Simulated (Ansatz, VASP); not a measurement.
MoSe in VASP and in Ansatz

```
CELL_PARAMETERS angstrom
0.00000 2.54904 2.54904
2.54904 0.00000 2.54904
2.54904 2.54904 0.00000
ATOMIC_POSITIONS crystal
Mo 0.00000 0.00000 0.00000
Se 0.50000 0.50000 0.50000
```

Alike in both runs: task relaxation of cell and atoms; functional PBE; k mesh 6 × 6 × 6; occupations gaussian, width 0.1 eV; collinear spin; Hubbard terms Mo d U = 4.38 eV.

```csv
,VASP,Ansatz
version,VASP 6.6.1,Ansatz 0.2.0
potentials or method,"VASP PAW PBE potentials, release 64 (Mo_sv, Se), cutoff 500 eV","scalar-relativistic, plane waves, PAW"
valence electrons in the cell,20,30
```

VASP gave:

| Quantity | Value |
| --- | --- |
| gap on the k mesh at the Fermi level, each at its own relaxed structure (eV) | none |
| net moment per atom (μB) | 1.99 |
| size of the moment on the site where the two differ most (μB) | 3.61 |
| relaxed volume (Å³/atom) | 22.93 |
| relaxed cell length with the largest relative difference (Å) | 4.018 |

Problem. Which values does Ansatz return?

Solution. gap on the k mesh at the Fermi level, each at its own relaxed structure (eV): none; net moment per atom (μB): 2.00; size of the moment on the site where the two differ most (μB): 3.38; relaxed volume (Å³/atom): 23.35; relaxed cell length with the largest relative difference (Å): 4.042.

Site moments also hang on the region over which each program counts them. The programs project onto different local orbitals, so the same U acts differently, and such runs can settle in different states. A gap of «none» marks a metal or a gap that the smearing closes. VASP's potentials hold 20 valence electrons a cell and Ansatz's 30, so a difference there can come from the potentials and not from the codes. Ansatz's warnings: filled band counts differ across k points.

Noted on VASP's run: the volume moved by over 15 % at a fixed basis, so the end points are rough.
